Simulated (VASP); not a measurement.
# WC (Qusongite) (P-6m2) in VASP: further runs

Aim: see how the results for WC (Qusongite) move with the level of theory and the settings. Levels: PBEsol, PBE. Tasks: single point.

Program: VASP 6.6.1. These are calculated values, not measurements. Logs are shortened: lines on timing, memory, paths and dates and some standing lists are left out, and cuts for length are marked.

### 1 The cell of the first run

Symmetry: P-6m2, No. 187, hexagonal system. The conventional cell has a = 2.907 Å, b = 2.907 Å, c = 2.837 Å, α = 90.00°, β = 90.00°, γ = 120.00°. Within 2.9 Å of W (site symmetry -6m2) lie 6 C at 2.20 Å and 2 W at 2.84 Å. C (site symmetry -6m2) has 6 W at 2.20 Å and 2 C at 2.84 Å within 2.9 Å.

### 2 Single point, PBEsol, non-collinear spin, zero start, spin-orbit coupling

Contents of INCAR:

```
SYSTEM = WC
PREC = Accurate ; ENCUT = 520
EDIFF = 1E-7 ; ISMEAR = -1
SIGMA = 0.05 ; LREAL = .False.
LASPH = .True. ; NELM = 150
ALGO = Normal ; ISIF = 2
LWAVE = .False. ; LCHARG = .False.
MAGMOM = 0 0 0 0 0 0 ; LORBIT = 11
LSORBIT = .True. ; GGA_COMPAT = .False.
LORBMOM = .True. ; LMAXMIX = 4
GGA = PS ; NBANDS = 30
```

Contents of KPOINTS:

```
Automatic mesh
0
Gamma
  7 7 7
  0 0 0
```

Contents of POSCAR:

```
WC
1.0
    2.9065000000      0.0000000000      0.0000000000
   -1.4532500000      2.5171028361      0.0000000000
    0.0000000000      0.0000000000      2.8366000000
W C
1 1
Direct
    0.0000000000      0.0000000000      0.0000000000
    0.6666666667      0.3333333333      0.5000000000
```

Potentials or basis: VASP PAW PBE potentials, release 64 (W_sv, C).

Launch:

```sh
cat potpaw_PBE.64/W_sv/POTCAR potpaw_PBE.64/C/POTCAR > POTCAR
mpirun -np 1 vasp_ncl > vasp.out
```

OUTCAR:

```text
SYSTEM = WC
   PREC = Accurate
   ENCUT = 520
   EDIFF = 1E-7
   ISMEAR = -1
   LREAL = .False.
   LASPH = .True.
   NELM = 150
   ISIF = 2
   LORBIT = 11
   LSORBIT = .True.
   GGA = PS

 ion  position               nearest neighbor table
   1  0.000  0.000  0.000-   2 2.20   2 2.20   2 2.20   2 2.20   2 2.20   2 2.20
   2  0.667  0.333  0.500-   1 2.20   1 2.20   1 2.20   1 2.20   1 2.20   1 2.20

  LATTYP: Found a hexagonal cell.
 ALAT       =     2.9065000000
 C/A-ratio  =     0.9759504559

  Lattice vectors:

 A1 = (   2.9065000000,   0.0000000000,   0.0000000000)
 A2 = (  -1.4532500000,   2.5171028361,   0.0000000000)
 A3 = (   0.0000000000,   0.0000000000,   2.8366000000)

Analysis of symmetry for initial positions (statically):
=====================================================================
 Subroutine PRICEL returns:
 Original cell was already a primitive cell.

 Routine SETGRP: Setting up the symmetry group for a
 hexagonal supercell.

 Subroutine GETGRP returns: Found 12 space group operations
 (whereof 12 operations were pure point group operations)
 out of a pool of 24 trial point group operations.

The static configuration has the point symmetry D_3h.

Analysis of symmetry for dynamics (positions and initial velocities):
=====================================================================
 Subroutine PRICEL returns:
 Original cell was already a primitive cell.

 Routine SETGRP: Setting up the symmetry group for a
 hexagonal supercell.

 Subroutine GETGRP returns: Found 12 space group operations
 (whereof 12 operations were pure point group operations)
 out of a pool of 24 trial point group operations.

The dynamic configuration has the point symmetry D_3h.

Analysis of structural, dynamic, and magnetic symmetry:
=====================================================================
 Subroutine PRICEL returns:
 Original cell was already a primitive cell.

 Routine SETGRP: Setting up the symmetry group for a
 hexagonal supercell.

 Subroutine GETGRP returns: Found 12 space group operations
 (whereof 12 operations were pure point group operations)
 out of a pool of 24 trial point group operations.

The overall configuration has the point symmetry D_3h.

 Subroutine INISYM returns: Found 12 space group operations
 (whereof 12 operations are pure point group operations),
 and found     1 'primitive' translations

----------------------------------------------------------------------------------------

[... 969 lines left out ...]
 -----------------------------------------------------------------------------------
    total drift:                                0.000000     -0.000000     -0.000000

  FREE ENERGIE OF THE ION-ELECTRON SYSTEM (eV)
  ---------------------------------------------------
  free  energy   TOTEN  =       -24.6475634756 eV

  energy  without entropy=      -24.6435711522  energy(sigma->0) =      -24.64556731

 orbital moment (x)

 # of ion     p       d       tot
 ----------------------------------------
  1         0.000   0.000   0.000
  2         0.000   0.000   0.000
 ----------------------------------------
            0.000   0.000   0.000

 orbital moment (y)

 # of ion     p       d       tot
 ----------------------------------------
  1         0.000   0.000   0.000
  2         0.000   0.000   0.000
 ----------------------------------------
            0.000   0.000   0.000

 orbital moment (z)

 # of ion     p       d       tot
 ----------------------------------------
  1         0.000  -0.000  -0.000
  2        -0.000   0.000  -0.000
 ----------------------------------------
           -0.000  -0.000  -0.000

 Spin-Orbit-Coupling matrix elements

 Ion:    1  E_soc:     -1.4885101
 l=   1
     0.0000000    -0.2181514    -0.2225310
    -0.2181514     0.0000000    -0.2181514
    -0.2225310    -0.2181514     0.0000000
 l=   2
     0.0000000    -0.0055865     0.0000000    -0.0055865    -0.0268803
    -0.0055865     0.0000000    -0.0157876    -0.0046198    -0.0055865
     0.0000000    -0.0157876     0.0000000    -0.0157876     0.0000000
    -0.0055865    -0.0046198    -0.0157876     0.0000000    -0.0055865
    -0.0268803    -0.0055865     0.0000000    -0.0055865     0.0000000
 l=   3
     0.0000000     0.0000000     0.0000000     0.0000000     0.0000000     0.0000000     0.0000000
     0.0000000     0.0000000     0.0000000     0.0000000     0.0000000     0.0000000     0.0000000
     0.0000000     0.0000000     0.0000000     0.0000000     0.0000000     0.0000000     0.0000000
     0.0000000     0.0000000     0.0000000     0.0000000     0.0000000     0.0000000     0.0000000
     0.0000000     0.0000000     0.0000000     0.0000000     0.0000000     0.0000000     0.0000000
     0.0000000     0.0000000     0.0000000     0.0000000     0.0000000     0.0000000     0.0000000
     0.0000000     0.0000000     0.0000000     0.0000000     0.0000000     0.0000000     0.0000000

 Ion:    2  E_soc:     -0.0002828
 l=   1
     0.0000000    -0.0000493    -0.0000428
    -0.0000493     0.0000000    -0.0000493
    -0.0000428    -0.0000493     0.0000000
 l=   2
     0.0000000     0.0000000     0.0000000     0.0000000     0.0000000
     0.0000000     0.0000000     0.0000000     0.0000000     0.0000000
     0.0000000     0.0000000     0.0000000     0.0000000     0.0000000
     0.0000000     0.0000000     0.0000000     0.0000000     0.0000000
     0.0000000     0.0000000     0.0000000     0.0000000     0.0000000
 l=   3
     0.0000000     0.0000000     0.0000000     0.0000000     0.0000000     0.0000000     0.0000000
     0.0000000     0.0000000     0.0000000     0.0000000     0.0000000     0.0000000     0.0000000
     0.0000000     0.0000000     0.0000000     0.0000000     0.0000000     0.0000000     0.0000000
     0.0000000     0.0000000     0.0000000     0.0000000     0.0000000     0.0000000     0.0000000
     0.0000000     0.0000000     0.0000000     0.0000000     0.0000000     0.0000000     0.0000000
     0.0000000     0.0000000     0.0000000     0.0000000     0.0000000     0.0000000     0.0000000
     0.0000000     0.0000000     0.0000000     0.0000000     0.0000000     0.0000000     0.0000000

 total charge

# of ion       s       p       d       tot
------------------------------------------
    1        2.351   6.436   3.423  12.210
    2        0.849   1.560   0.000   2.409
--------------------------------------------------
tot          3.199   7.996   3.423  14.618

 magnetization (x)

# of ion       s       p       d       tot
------------------------------------------
    1        0.000   0.000  -0.000  -0.000
    2        0.000  -0.000   0.000   0.000
--------------------------------------------------
tot          0.000  -0.000  -0.000  -0.000

 magnetization (y)

# of ion       s       p       d       tot
------------------------------------------
    1        0.000   0.000   0.000   0.000
    2        0.000   0.000   0.000   0.000
--------------------------------------------------
tot          0.000   0.000   0.000   0.000

 magnetization (z)

# of ion       s       p       d       tot
------------------------------------------
    1        0.000   0.000   0.000   0.000
    2       -0.000   0.000   0.000  -0.000
--------------------------------------------------
tot         -0.000   0.000   0.000   0.000
```

OSZICAR:

```text
N       E                     dE             d eps       ncg     rms          rms(c)
DAV:   1     0.172472534453E+03    0.17247E+03   -0.92576E+03  2880   0.136E+03
DAV:   2    -0.180091403873E+02   -0.19048E+03   -0.18260E+03  3086   0.423E+02
DAV:   3    -0.274479595439E+02   -0.94388E+01   -0.92755E+01  3400   0.912E+01
DAV:   4    -0.275625199266E+02   -0.11456E+00   -0.11447E+00  3102   0.104E+01
DAV:   5    -0.275633820814E+02   -0.86215E-03   -0.86215E-03  3222   0.100E+00    0.331E+01
DAV:   6    -0.247335529918E+02    0.28298E+01   -0.49700E+00  3302   0.268E+01    0.880E+00
DAV:   7    -0.246842266108E+02    0.49326E-01   -0.52489E-01  2972   0.589E+00    0.648E+00
DAV:   8    -0.246488123590E+02    0.35414E-01   -0.74182E-02  3110   0.228E+00    0.154E+00
DAV:   9    -0.246477543042E+02    0.10581E-02   -0.20671E-03  3084   0.396E-01    0.384E-01
DAV:  10    -0.246476327120E+02    0.12159E-03   -0.65270E-04  3202   0.226E-01    0.115E-01
DAV:  11    -0.246475655644E+02    0.67148E-04   -0.11042E-04  3114   0.138E-01    0.308E-02
DAV:  12    -0.246475639264E+02    0.16380E-05   -0.87039E-06  3156   0.312E-02    0.754E-03
DAV:  13    -0.246475634774E+02    0.44900E-06   -0.12100E-06  3032   0.973E-03    0.137E-03
DAV:  14    -0.246475634756E+02    0.17671E-08   -0.82508E-08  2370   0.218E-03
   1 F= -.24647563E+02 E0= -.24645567E+02  d E =-.399232E-02  mag=    -0.0000     0.0000    -0.0000
```

It took 50 s on 1 thread of Intel Xeon Platinum 8488C (Sapphire Rapids), shared host; peak memory 0.22 GiB.

Results:

```yaml
Free_energy: -24.6476 eV
Pressure: -1.2 GPa
Net_moment: 0.00 μB per cell
Valence_electrons_inside_the_program's_atomic_spheres: W 12.21; C 2.41
```

Stress tensor (GPa, compression positive):
```
-0.89  0.00  0.00
 0.00 -0.89  0.00
 0.00  0.00 -1.82
```

Moments on the atoms (μB; x, y, z):
```
W   0.00 0.00 0.00
C   0.00 0.00 0.00
```

Caveat: the PAW data sets were made with another functional, which shifts forces and pressure a little.

### 3 Single point, PBE (volume scaled by 0.98)

Contents of INCAR:

```
SYSTEM = WC
PREC     = Accurate       ! precision mode
ENCUT    = 520            ! plane-wave cutoff, eV
EDIFF    = 1E-6           ! SCF threshold, eV
ISMEAR   = -1             ! smearing method
SIGMA    = 0.05           ! smearing width, eV
LREAL    = .FALSE.        ! projectors in reciprocal space
LASPH    = .TRUE.         ! aspherical terms in the spheres
NELM     = 100            ! most SCF steps
ALGO     = Normal         ! electronic algorithm
ISIF     = 2              ! what is computed and relaxed
LWAVE    = .FALSE.        ! write WAVECAR
LCHARG   = .FALSE.        ! write CHGCAR
GGA      = PE             ! functional
NBANDS   = 16             ! bands
```

Contents of KPOINTS:

```
Automatic mesh
0
G
  10 10 9
  0 0 0
```

Contents of POSCAR:

```
WC
1.0
    2.8869927008      0.0000000000      0.0000000000
   -1.4434963504      2.5002090195      0.0000000000
    0.0000000000      0.0000000000      2.8175618425
W C
1 1
Direct
    0.0000000000      0.0000000000      0.0000000000
    0.6666666667      0.3333333333      0.5000000000
```

Potentials or basis: VASP PAW PBE potentials, release 64 (W_sv, C).

Launch:

```sh
cat potpaw_PBE.64/W_sv/POTCAR potpaw_PBE.64/C/POTCAR > POTCAR
mpirun -np 1 vasp_std > vasp.out
```

Wall time 20 s (1 thread of AMD EPYC 7R13 (Zen 3), shared host); peak memory 0.12 GiB.

The run converged. Its results:

* Free energy: -22.4177 eV
* Pressure: 15.5 GPa
* Band gap on the k mesh: zero (band 9 reaches 12.03 eV, above the bottom of band 10 at 10.81 eV)

Stress tensor (GPa, compression positive):
```
15.26  0.00  0.00
 0.00 15.26  0.00
 0.00  0.00 16.05
```

Levels at points of the mesh, in eV from the Fermi level:
| k point | band 5 | band 6 | band 7 | band 8 | band 9 | band 10 | band 11 | band 12 | band 13 | band 14 |
| --- | --- | --- | --- | --- | --- | --- | --- | --- | --- | --- |
| (0.00, 0.00, 0.00) | -14.60 | -4.42 | -3.41 | -3.41 | 0.10 | 3.34 | 3.34 | 5.75 | 5.75 | 6.53 |
| (0.50, 0.00, 0.00) | -11.19 | -7.12 | -3.70 | -3.66 | -0.47 | 2.42 | 4.67 | 5.04 | 6.99 | 9.84 |

Caveat: spin-orbit coupling is left out, which moves the levels of the heavy elements.

(Part 1 of 2 ends here.)
